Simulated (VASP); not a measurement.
Set up this calculation in VASP 6.6.1, as the native input.

```
Task                   : electric field gradients
Functional             : PBEsol
Potentials or basis    : VASP PAW PBE potentials, release 64 (Be)
Cutoff                 : 520 eV
k mesh                 : 9 × 9 × 14
Occupations            : fermi-dirac, width 0.05 eV
Spin                   : no spin polarisation
Dipole correction      : no
Further INCAR settings : ALGO = Normal; EDIFF = 1e-08; NBANDS = 12
```

The structure of Be lies in POSCAR:

```
Be
1.0
    3.8202995976      0.0000000000      0.0000000000
    0.0000000000      3.8202995976      0.0000000000
    0.0000000000      0.0000000000      2.3260223395
Be
4
Direct
    0.2974080000      0.2974080000      0.0000000000
    0.7025920000      0.7025920000      0.0000000000
    0.2025920000      0.7974080000      0.5000000000
    0.7974080000      0.2025920000      0.5000000000
```

This cell differs from its parent crystal: volume scaled by 1.06.

The input as run:

INCAR

```
PREC = Accurate ; ENCUT = 520
EDIFF = 1E-8 ; ISMEAR = -1
SIGMA = 0.05 ; LREAL = False
LASPH = True ; NELM = 100
ALGO = Normal ; ISIF = 2
LWAVE = False ; LCHARG = False
GGA = PS ; LEFG = True
NBANDS = 12
```

KPOINTS

```
Automatic mesh
0
Gamma
  9 9 14
```

Potentials or basis: VASP PAW PBE potentials, release 64 (Be).

The run is started by

```bash
$ cat potpaw_PBE.64/Be/POTCAR > POTCAR
$ mpirun -np 1 vasp_std > vasp.out
```

Results of the run:

* Pressure: -7.0 GPa
* Largest force: 0.028 eV/Å
* Band gap on the k mesh: zero (band 4 reaches 7.32 eV, above the bottom of band 5 at 5.26 eV)

Caveat: without QUAD_EFG the Cq values of the log hold for a quadrupole moment of 1 mb, not for the nuclei; the PAW data sets were made with another functional, which shifts forces and pressure a little.

Run time: 22 s on 1 thread of Intel(R) Xeon(R) Platinum 8259CL CPU @ 2.50GHz (Skylake/Cascade Lake), on a shared host, peak memory 0.16 GiB.
